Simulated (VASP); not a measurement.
# Pt (Fm-3m) in VASP: a series of runs

The runs below take Pt through single point, relaxation of cell and atoms, with r2SCAN.

Program: VASP 6.6.1. These are calculated values, not measurements. Logs are shortened: lines on timing, memory, paths and dates and some standing lists are left out, and cuts for length are marked.

## 1. The cell of the first run

The structure is cubic, space group Fm-3m (No. 225). The conventional cell has a = 3.943 Å, b = 3.943 Å, c = 3.943 Å, α = 90.00°, β = 90.00°, γ = 90.00°. Within 3.7 Å of Pt (site symmetry m-3m) lie 12 Pt at 2.79 Å.

## 2. Single point, r2SCAN

Contents of POSCAR:

```
Pt
1.0
    0.0000000000      1.9715751809      1.9715751809
    1.9715751809      0.0000000000      1.9715751809
    1.9715751809      1.9715751809      0.0000000000
Pt
1
Direct
    0.0000000000      0.0000000000      0.0000000000
```

Contents of INCAR.step1:

```
  ALGO = Normal
  EDIFF = 1E-4
  ENCUT = 520
  GGA = PE
  ISMEAR = 0
  LASPH = True
  LCHARG = False
  LREAL = False
  LWAVE = True
  NBANDS = 11
  NELM = 100
  PREC = Accurate
  SIGMA = 0.1
```

Contents of INCAR.step2:

```
  ALGO = Normal
  EDIFF = 1E-7
  ENCUT = 520
  ISIF = 2
  ISMEAR = 0
  ISTART = 1
  LASPH = True
  LCHARG = False
  LMIXTAU = True
  LREAL = False
  LWAVE = False
  METAGGA = R2SCAN
  NBANDS = 11
  NELM = 100
  PREC = Accurate
  SIGMA = 0.1
```

Contents of KPOINTS:

```
k-points
0
Gamma
  8 8 8
```

Potentials or basis: VASP PAW PBE potentials, release 64 (Pt).

Command:

```bash
$ cat potpaw_PBE.64/Pt/POTCAR > POTCAR
$ cp INCAR.step1 INCAR
$ mpirun -np 1 vasp_std > vasp.out
$ cp INCAR.step2 INCAR
$ mpirun -np 1 vasp_std > vasp.out
```

OUTCAR:

```text
EDIFF = 1E-7
   ENCUT = 520
   ISIF = 2
   ISMEAR = 0
   ISTART = 1
   LASPH = True
   LREAL = False
   METAGGA = R2SCAN
   NELM = 100
   PREC = Accurate

 ion  position               nearest neighbor table
   1  0.000  0.000  0.000-

  LATTYP: Found a face centered cubic cell.
 ALAT       =     3.9431503618

  Lattice vectors:

 A1 = (   0.0000000000,   1.9715751809,   1.9715751809)
 A2 = (   1.9715751809,   0.0000000000,   1.9715751809)
 A3 = (   1.9715751809,   1.9715751809,   0.0000000000)

Analysis of symmetry for initial positions (statically):
=====================================================================
 Subroutine PRICEL returns:
 Original cell was already a primitive cell.

 Routine SETGRP: Setting up the symmetry group for a
 face centered cubic supercell.

 Subroutine GETGRP returns: Found 48 space group operations
 (whereof 48 operations were pure point group operations)
 out of a pool of 48 trial point group operations.

The static configuration has the point symmetry O_h .

Analysis of symmetry for dynamics (positions and initial velocities):
=====================================================================
 Subroutine PRICEL returns:
 Original cell was already a primitive cell.

 Routine SETGRP: Setting up the symmetry group for a
 face centered cubic supercell.

 Subroutine GETGRP returns: Found 48 space group operations
 (whereof 48 operations were pure point group operations)
 out of a pool of 48 trial point group operations.

The dynamic configuration has the point symmetry O_h .

 Subroutine INISYM returns: Found 48 space group operations
 (whereof 48 operations are pure point group operations),
 and found     1 'primitive' translations

----------------------------------------------------------------------------------------

                                     Primitive cell

  volume of cell :      15.3275

  direct lattice vectors                    reciprocal lattice vectors
     0.000000000  1.971575181  1.971575181    -0.253604329  0.253604329  0.253604329
     1.971575181  0.000000000  1.971575181     0.253604329 -0.253604329  0.253604329
     1.971575181  1.971575181  0.000000000     0.253604329  0.253604329 -0.253604329

  length of vectors
     2.788228360  2.788228360  2.788228360     0.439255582  0.439255582  0.439255582

  position of ions in fractional coordinates (direct lattice)
     0.000000000  0.000000000  0.000000000

  ion indices of the primitive-cell ions
   primitive index   ion index
                 1           1

[... 72 lines left out ...]
   LREAL  =      F    real-space projection
   EDIFFG = 0.1E-05   stopping-criterion for IOM
   NSW    =      0    number of steps for IOM
   IBRION =     -1    ionic relax: 0-MD 1-quasi-New 2-CG
   NFREE  =      0    steps in history (QN), initial steepest desc. (CG)
   ISIF   =      2    stress and relaxation
   ISYM   =      2    0-nonsym 1-usesym 2-fastsym
   POTIM  = 0.5000    time-step for ionic-motion
   TEBEG  =    0.0;   TEEND  =   0.0 temperature during run
   PSTRESS=    0.0 pullay stress
   NELECT =      10.0000    total number of electrons
   NUPDOWN=      -1.0000    fix difference up-down
   EMIN   =  10.00;   EMAX   =-10.00  energy-range for DOS
   EFERMI =   0.00;   METHOD = LEGACY
   ISMEAR =     0;   SIGMA  =   0.10  broadening in eV -4-tet -1-fermi 0-gaus
   EFERMI_NEDOS =   21; number of points for ismear=-14 and -15
   IALGO  =     38    algorithm
   IMIX   =      4    mixing-type and parameters
     AMIX     =   0.40;   BMIX     =  1.00
     AMIX_MAG =   1.60;   BMIX_MAG =  1.00
  volume/ion in A,a.u.               =      15.33       103.43
  Fermi-wavevector in a.u.,A,eV,Ry     =   1.419880  2.683183 27.430132  2.016058
  Thomas-Fermi vector in A             =   2.540854
   LORBIT       =      0    0 simple, 1 ext, 2 COOP (PROOUT), +10 PAW based schemes
   METAGGA = R2SCAN    functional components
   LHFCALC =     F    Hartree Fock is set to
   AEXX    =    0.0000 exact exchange contribution
   IVDW    =     0    specifies the selected vdW correction
   LEPSILON=     F    determine dielectric tensor
   LRPA    =     F    only Hartree local field effects (RPA)
 non-spin polarized calculation
 Gauss-broadening in eV      SIGMA  =   0.10
  energy-cutoff  :      520.00
  volume of cell :       15.33
 maximum number of plane-waves:       428
 NGX is ok and might be reduce to    24
   NGX = 11   NGY = 11   NGZ = 11

 number of electron      10.0000001 magnetization

 Free energy of the ion-electron system (eV)
  ---------------------------------------------------
  ext. energy  EPLUGINS =         0.00000000
  ---------------------------------------------------
  free energy    TOTEN  =       -51.48438133 eV

  energy without entropy =      -51.47566955  energy(sigma->0) =      -51.48002544

 E-fermi :  10.6237     XC(G=0): -14.5393

 val. band max:       10.6022303281   @ k =   0.5000   0.5000   0.0000
 cond. band min:      10.6261844216   @ k =  -0.2500   0.1250   0.0000
 fundamental gap:      0.0239540935
 Fermi energy:        10.6236798247

 k-point     1 :       0.0000    0.0000    0.0000
  band No.  band energies     occupation
      1       0.3864      2.00000
      2       6.8558      2.00000
      3       6.8558      2.00000
      4       6.8558      2.00000
      5       8.9587      2.00000
      6       8.9587      2.00000
      7      26.2370      0.00000
      8      31.3115      0.00000
      9      31.3115      0.00000
     10      31.3115      0.00000
     11      37.1422      0.00000
[... 309 lines left out ...]
 k-point    24 :      -0.3750    0.2500    0.1250
  band No.  band energies     occupation
      1       4.5827      2.00000
      2       5.8268      2.00000
      3       7.2421      2.00000
      4       7.9349      2.00000
      5      10.4683      1.97197
      6      15.3394      0.00000
      7      16.4221      0.00000
      8      25.9709      0.00000
      9      26.5192      0.00000
     10      30.7932      0.00000
     11      37.9384      0.00000

 [... further k-points ...]
[... 5 lines left out ...]
  --------------------------------------------------------------------------------------
  -------------------------------------------------------------------------------------
  Total       -0.0659430     -0.0659430     -0.0659430      0.0000000      0.0000000     -0.0000000
  in kB       -6.8930183     -6.8930183     -6.8930183      0.0000000      0.0000000     -0.0000000
  external PRESSURE =      -6.8930183 kB  Pullay stress =       0.0000000 kB

 VOLUME and BASIS-vectors are now :
 -----------------------------------------------------------------------------
  energy-cutoff  :      520.00
  volume of cell :       15.33
      direct lattice vectors                 reciprocal lattice vectors
     0.000000000  1.971575181  1.971575181    -0.253604329  0.253604329  0.253604329
     1.971575181  0.000000000  1.971575181     0.253604329 -0.253604329  0.253604329
     1.971575181  1.971575181  0.000000000     0.253604329  0.253604329 -0.253604329

 POSITION                                       TOTAL-FORCE (eV/Angst)
 -----------------------------------------------------------------------------------
      0.00000      0.00000      0.00000         0.000000     -0.000000      0.000000
 -----------------------------------------------------------------------------------
    total drift:                               -0.000000     -0.000000     -0.000000

  FREE ENERGIE OF THE ION-ELECTRON SYSTEM (eV)
  ---------------------------------------------------
  free  energy   TOTEN  =       -51.4843813293 eV

  energy  without entropy=      -51.4756695466  energy(sigma->0) =      -51.48002544
```

OSZICAR.step1:

```text
N       E                     dE             d eps       ncg     rms          rms(c)
DAV:   1     0.399591233870E+02    0.39959E+02   -0.54009E+03   638   0.848E+02
DAV:   2    -0.578383443274E+01   -0.45743E+02   -0.44028E+02   745   0.175E+02
DAV:   3    -0.648002128507E+01   -0.69619E+00   -0.69423E+00   725   0.199E+01
DAV:   4    -0.648253140960E+01   -0.25101E-02   -0.25099E-02   752   0.146E+00
DAV:   5    -0.648255083765E+01   -0.19428E-04   -0.19427E-04   749   0.117E-01    0.123E+01
DAV:   6    -0.612855797470E+01    0.35399E+00   -0.78635E-01   686   0.716E+00    0.644E+00
DAV:   7    -0.608689823459E+01    0.41660E-01   -0.15374E-01   725   0.310E+00    0.244E+00
DAV:   8    -0.608359654634E+01    0.33017E-02   -0.57185E-03   698   0.652E-01    0.631E-01
DAV:   9    -0.608334667995E+01    0.24987E-03   -0.13601E-04   670   0.104E-01    0.611E-02
DAV:  10    -0.608334878801E+01   -0.21081E-05   -0.42333E-06   361   0.169E-02
   1 F= -.60833488E+01 E0= -.60787539E+01  d E =-.918980E-02
```

It took 30 s on 1 thread of Intel Xeon Platinum 8259CL at 2.50GHz (Skylake/Cascade Lake), shared host; peak memory 0.14 GiB.

Results:

```
Free energy            : -51.4844 eV
Pressure               : -0.7 GPa
Band gap on the k mesh : zero (band 5 reaches 11.17 eV, above the bottom of band 6 at 8.86 eV)
```

Caveat: the PAW data sets were made with another functional, which shifts forces and pressure a little; spin-orbit coupling is left out, which moves the levels of the heavy elements.

## 3. Single point, r2SCAN

This run uses another cell than the first one, of 15.29 Å³/atom, 0.998 times its volume.

Contents of POSCAR:

```
Pt
1.0
    0.0000000000      1.9701092149      1.9701092149
    1.9701092149      0.0000000000      1.9701092149
    1.9701092149      1.9701092149      0.0000000000
Pt
1
Direct
    0.0000000000      0.0000000000      0.0000000000
```

Contents of INCAR.step1:

```
PREC = Accurate
ENCUT = 520
ISMEAR = 0
SIGMA = 0.1
LREAL = False
LASPH = True
NELM = 100
NBANDS = 11
GGA = PE
ALGO = Normal
EDIFF = 1E-4
LWAVE = True
LCHARG = False
```

Contents of INCAR.step2:

```
PREC = Accurate
ENCUT = 520
EDIFF = 1E-7
ISMEAR = 0
SIGMA = 0.1
LREAL = False
LASPH = True
NELM = 100
ALGO = Normal
ISIF = 2
LWAVE = False
LCHARG = False
METAGGA = R2SCAN
LMIXTAU = True
NBANDS = 11
ISTART = 1
```

Contents of KPOINTS:

```
regular mesh
0
Gamma
  18 18 18
```

Potentials or basis: VASP PAW PBE potentials, release 64 (Pt).

Command:

```bash
$ cat potpaw_PBE.64/Pt/POTCAR > POTCAR
$ cp INCAR.step1 INCAR
$ mpirun -np 1 vasp_std > vasp.out
$ cp INCAR.step2 INCAR
$ mpirun -np 1 vasp_std > vasp.out
```

It took 2.1 min on 1 thread of Intel Xeon Platinum 8259CL at 2.50GHz (Skylake/Cascade Lake), shared host; peak memory 0.17 GiB.

Results (log left out):

| Property | Result |
| --- | --- |
| Free energy | -51.5017 eV |
| Pressure | 0.7 GPa |
| Band gap on the k mesh | zero (band 5 reaches 11.26 eV, above the bottom of band 6 at 8.94 eV) |

Levels at points of the mesh, in eV from the Fermi level:
| k point | band 1 | band 2 | band 3 | band 4 | band 5 | band 6 | band 7 | band 8 | band 9 | band 10 |
| --- | --- | --- | --- | --- | --- | --- | --- | --- | --- | --- |
| (0.00, 0.00, 0.00) | -10.34 | -3.83 | -3.83 | -3.83 | -1.72 | -1.72 | 15.52 | 20.61 | 20.61 | 20.61 |
| (0.50, 0.00, 0.00) | -7.43 | -3.93 | -3.93 | -0.25 | 0.02 | 0.02 | 6.05 | 15.16 | 19.86 | 19.86 |
| (0.50, 0.50, 0.00) | -7.14 | -6.72 | -0.06 | 0.51 | 0.51 | 1.97 | 9.19 | 11.98 | 11.98 | 21.11 |

Caveat: the PAW data sets were made with another functional, which shifts forces and pressure a little; spin-orbit coupling is left out, which moves the levels of the heavy elements.

## 4. Relaxation of cell and atoms, r2SCAN

Contents of POSCAR:

```
Pt
1.0
    0.0000000000      1.9715751809      1.9715751809
    1.9715751809      0.0000000000      1.9715751809
    1.9715751809      1.9715751809      0.0000000000
Pt
1
Direct
    0.0000000000      0.0000000000      0.0000000000
```

Contents of INCAR.step1:

```
PREC     = Accurate       # precision mode
ENCUT    = 600            # plane-wave cutoff, eV
ISMEAR   = 0              # smearing method
SIGMA    = 0.1            # smearing width, eV
LREAL    = F              # projectors in reciprocal space
LASPH    = T              # aspherical terms in the spheres
NELM     = 80             # most SCF steps
GGA      = PE             # functional
ALGO     = Normal         # electronic algorithm
EDIFF    = 1E-4           # SCF threshold, eV
LWAVE    = T              # write WAVECAR
LCHARG   = F              # write CHGCAR
```

Contents of INCAR.step2:

```
PREC     = Accurate       # precision mode
ENCUT    = 600            # plane-wave cutoff, eV
EDIFF    = 1E-6           # SCF threshold, eV
ISMEAR   = 0              # smearing method
SIGMA    = 0.1            # smearing width, eV
LREAL    = F              # projectors in reciprocal space
LASPH    = T              # aspherical terms in the spheres
NELM     = 80             # most SCF steps
ALGO     = Normal         # electronic algorithm
ISIF     = 3              # what is computed and relaxed
LWAVE    = F              # write WAVECAR
LCHARG   = F              # write CHGCAR
METAGGA  = R2SCAN         # meta-GGA
LMIXTAU  = T            
IBRION   = 2              # ionic algorithm
NSW      = 100            # ionic steps
EDIFFG   = -0.005         # ionic threshold
ISTART   = 1
```

Contents of KPOINTS:

```
Automatic mesh
0
Gamma
  18 18 18
```

Potentials or basis: VASP PAW PBE potentials, release 64 (Pt).

Command:

```bash
$ cat potpaw_PBE.64/Pt/POTCAR > POTCAR
$ cp INCAR.step1 INCAR
$ mpirun -np 1 vasp_std > vasp.out
$ cp INCAR.step2 INCAR
$ mpirun -np 1 vasp_std > vasp.out
```

OUTCAR:

```text
PREC = Accurate
   ENCUT = 600
   EDIFF = 1E-6
   ISMEAR = 0
   LREAL = F
   LASPH = T
   NELM = 80
   ISIF = 3
   METAGGA = R2SCAN
   IBRION = 2
   NSW = 100
   EDIFFG = -0.005
   ISTART = 1

 ion  position               nearest neighbor table
   1  0.000  0.000  0.000-

  LATTYP: Found a face centered cubic cell.
 ALAT       =     3.9431503618

  Lattice vectors:

 A1 = (   0.0000000000,   1.9715751809,   1.9715751809)
 A2 = (   1.9715751809,   0.0000000000,   1.9715751809)
 A3 = (   1.9715751809,   1.9715751809,   0.0000000000)

Analysis of symmetry for initial positions (statically):
=====================================================================
 Subroutine PRICEL returns:
 Original cell was already a primitive cell.

 Routine SETGRP: Setting up the symmetry group for a
 face centered cubic supercell.

 Subroutine GETGRP returns: Found 48 space group operations
 (whereof 48 operations were pure point group operations)
 out of a pool of 48 trial point group operations.

The static configuration has the point symmetry O_h .

Analysis of symmetry for dynamics (positions and initial velocities):
=====================================================================
 Subroutine PRICEL returns:
 Original cell was already a primitive cell.

[... 222 lines left out ...]
--------------------------------------- Ionic step        3  -------------------------------------------

 number of electron      10.0000001 magnetization

 Free energy of the ion-electron system (eV)
  ---------------------------------------------------
  ext. energy  EPLUGINS =         0.00000000
  ---------------------------------------------------
  free energy    TOTEN  =       -51.50091001 eV

  energy without entropy =      -51.49054100  energy(sigma->0) =      -51.49572550

 E-fermi :  10.6994     XC(G=0): -14.5180

 val. band max:       10.6960558554   @ k =   0.4444   0.1111   0.0000
 cond. band min:      10.6995543983   @ k =  -0.2778   0.3889   0.1667
 fundamental gap:      0.0034985430
 Fermi energy:        10.6994220465

 k-point     1 :       0.0000    0.0000    0.0000
  band No.  band energies     occupation
      1       0.3944      2.00000
      2       6.8854      2.00000
      3       6.8854      2.00000
      4       6.8854      2.00000
      5       8.9904      2.00000
      6       8.9904      2.00000
      7      26.2252      0.00000
      8      31.2988      0.00000
      9      31.2988      0.00000
[... 265 lines left out ...]
 k-point    24 :      -0.2222    0.0556    0.0000
  band No.  band energies     occupation
      1       2.4834      2.00000
      2       6.4081      2.00000
      3       7.2699      2.00000
      4       7.3358      2.00000
      5       8.8249      2.00000
      6       9.5107      2.00000
      7      25.0800      0.00000
      8      28.1032      0.00000
      9      32.6006      0.00000

 [... further k-points ...]

------------------------ aborting loop because EDIFF is reached ----------------------------------------

  FORCE on cell =-STRESS in cart. coord.  units (eV):
  Direction    XX          YY          ZZ          XY          YZ          ZX
  --------------------------------------------------------------------------------------
  -------------------------------------------------------------------------------------
  Total        0.0026133      0.0026133      0.0026133      0.0000000      0.0000000     -0.0000000
  in kB        0.2730432      0.2730432      0.2730432      0.0000000      0.0000000     -0.0000000
  external PRESSURE =       0.2730432 kB  Pullay stress =       0.0000000 kB
[... 16 lines left out ...]
  FREE ENERGIE OF THE ION-ELECTRON SYSTEM (eV)
  ---------------------------------------------------
  free  energy   TOTEN  =       -51.5009100107 eV

  energy  without entropy=      -51.4905409987  energy(sigma->0) =      -51.49572550

 reached required accuracy - stopping structural energy minimisation
```

OSZICAR.step1:

```text
N       E                     dE             d eps       ncg     rms          rms(c)
DAV:   1     0.419229050624E+02    0.41923E+02   -0.60592E+03  3558   0.117E+03
DAV:   2    -0.595680385278E+01   -0.47880E+02   -0.45937E+02  3681   0.198E+02
DAV:   3    -0.647442823888E+01   -0.51762E+00   -0.50191E+00  4054   0.208E+01
DAV:   4    -0.647629661190E+01   -0.18684E-02   -0.18680E-02  4048   0.131E+00
DAV:   5    -0.647630907306E+01   -0.12461E-04   -0.12460E-04  4050   0.100E-01    0.123E+01
DAV:   6    -0.613637310864E+01    0.33994E+00   -0.89225E-01  3597   0.861E+00    0.651E+00
DAV:   7    -0.609924471172E+01    0.37128E-01   -0.15583E-01  3759   0.349E+00    0.250E+00
DAV:   8    -0.609604231683E+01    0.32024E-02   -0.70558E-03  3776   0.820E-01    0.569E-01
DAV:   9    -0.609580978227E+01    0.23253E-03   -0.26709E-04  3364   0.161E-01    0.418E-02
DAV:  10    -0.609581299427E+01   -0.32120E-05   -0.46026E-06  1811   0.194E-02
   1 F= -.60958130E+01 E0= -.60903455E+01  d E =-.109350E-01
```

Wall time 4.4 min (1 thread of Intel Xeon Platinum 8259CL at 2.50GHz (Skylake/Cascade Lake), shared host); peak memory 0.18 GiB.

What came out:

- Free energy: -51.5009 eV
- Relaxed volume: 15.33 Å³/atom
- Relaxed cell: a = 2.789 Å, b = 2.789 Å, c = 2.789 Å, α = 60.00°, β = 60.00°, γ = 60.00°
- Space group after relaxing (to 0.05 Å): Fm-3m (No. 225)
- Energy gained by relaxing: 0.0 meV/atom
- Ionic steps: 3
- Pressure after relaxing: 0.0 GPa
- Band gap on the k mesh: zero (band 5 reaches 11.21 eV, above the bottom of band 6 at 8.90 eV)

Final structure:
```xyz
1
Lattice="0.0000 1.9719 1.9719 1.9719 0.0000 1.9719 1.9719 1.9719 0.0000" Properties=species:S:1:pos:R:3 pbc="T T T"
Pt    0.0000    0.0000    0.0000
```

Levels at points of the mesh, in eV from the Fermi level:
```csv
k point,band 2,band 3,band 4,band 5,band 6,band 7,band 8,band 9
"(0.00, 0.00, 0.00)",-3.81,-3.81,-3.81,-1.71,-1.71,15.53,20.60,20.60
"(0.50, 0.00, 0.00)",-3.91,-3.91,-0.23,0.02,0.02,6.03,15.17,19.84
"(0.50, 0.50, 0.00)",-6.69,-0.06,0.50,0.50,1.98,9.16,11.97,11.97
```

Caveat: the PAW data sets were made with another functional, which shifts forces and pressure a little; spin-orbit coupling is left out, which moves the levels of the heavy elements.

## 5. Summary

| task | cell | k mesh | cutoff (eV) | gap on the mesh (eV) | pressure (GPa) |
| --- | --- | --- | --- | --- | --- |
| single point | a = 2.788 Å, angles 60.0°, 1 atom | 8 × 8 × 8 | 520 | none | -0.7 |
| single point | a = 2.786 Å, angles 60.0°, 1 atom | 18 × 18 × 18 | 520 | none | 0.7 |
| relaxation of cell and atoms | relaxed from a = 2.788 Å, angles 60.0°, 1 atom | 18 × 18 × 18 | 600 | none | 0.0 |

Alike in all rows: level r2SCAN; potentials or basis VASP PAW PBE potentials, release 64 (Pt); no spin polarisation; smearing gaussian 0.1 eV.

Caveats: the PAW data sets were made with another functional, which shifts forces and pressure a little; spin-orbit coupling is left out, which moves the levels of the heavy elements.

Total energies depend on the potentials used, so only differences within one code and one set of settings carry meaning.
